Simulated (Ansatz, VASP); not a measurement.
**Cs3Al: VASP beside Ansatz**

```
CELL_PARAMETERS angstrom
6.23187 0.00000 0.00000
0.00000 6.23187 0.00000
0.00000 0.00000 6.23187
ATOMIC_POSITIONS crystal
Cs 0.00000 0.50000 0.50000
Cs 0.50000 0.00000 0.50000
Cs 0.50000 0.50000 0.00000
Al 0.00000 0.00000 0.00000
```

Alike in both runs: functional r2SCAN; k mesh 4 × 4 × 4; occupations gaussian, width 0.1 eV; no spin polarisation.

Ansatz relaxed the structure, and its values are those at the end. VASP's run is a single point on that final structure, the one shown.

|  | VASP | Ansatz |
| --- | --- | --- |
| version | VASP 6.6.1 | Ansatz 0.2.0 |
| potentials or method | VASP PAW PBE potentials, release 64 (Cs_sv, Al), cutoff 520 eV | scalar-relativistic, plane waves, PAW |
| valence electrons in the cell | 30 | 30 |

|  | VASP | Ansatz | Ansatz less VASP |
| --- | --- | --- | --- |
| gap on the k mesh at the Fermi level (eV) | none | none | - |
| pressure (GPa) | 0.2 | 0.2 | 0.00 |

VASP's potentials were made for PBE, not for r2SCAN. A gap of «none» marks a metal or a gap that the smearing closes.

Neither program's run includes spin-orbit coupling.
